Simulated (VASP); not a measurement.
Ge, 2 atoms in the cell. Symmetry: Fd-3m, No. 227, cubic system. Conventional cell: a = 5.658 Å, b = 5.658 Å, c = 5.658 Å, α = 90.00°, β = 90.00°, γ = 90.00°. Ge (site symmetry -43m) has 4 Ge at 2.45 Å within 3.2 Å. 

* Program: VASP 6.6.1
* Task: single point
* Functional: PBE
* Dispersion: D3(BJ)
* Potentials or basis: VASP PAW PBE potentials, release 64 (Ge_d)
* Cutoff: 500 eV
* k mesh: 8 × 8 × 8
* Occupations: fermi-dirac, width 0.1 eV
* Spin: non-collinear spin, typed start, spin-orbit coupling
* Starting moments: [[0.289, 0.289, 0.289], [-0.144, -0.144, -0.144]] μB
* Dipole correction: no
* Further INCAR settings: ALGO = Normal; EDIFF = 1e-06; NBANDS = 40

Potentials or basis: VASP PAW PBE potentials, release 64 (Ge_d).

Command:

```sh
$ cat potpaw_PBE.64/Ge_d/POTCAR > POTCAR
$ mpirun -np 1 vasp_ncl > vasp.out
```

Hardware: 1 thread of Intel(R) Xeon(R) Platinum 8259CL CPU @ 2.50GHz (Skylake/Cascade Lake), on a shared host.

Problem. Estimate the wall time of this run.

Solution. Run time: 12 min on 1 thread of Intel(R) Xeon(R) Platinum 8259CL CPU @ 2.50GHz (Skylake/Cascade Lake), with other jobs on the host, peak memory 0.55 GiB. Counts: scf iterations 14, k points 176.
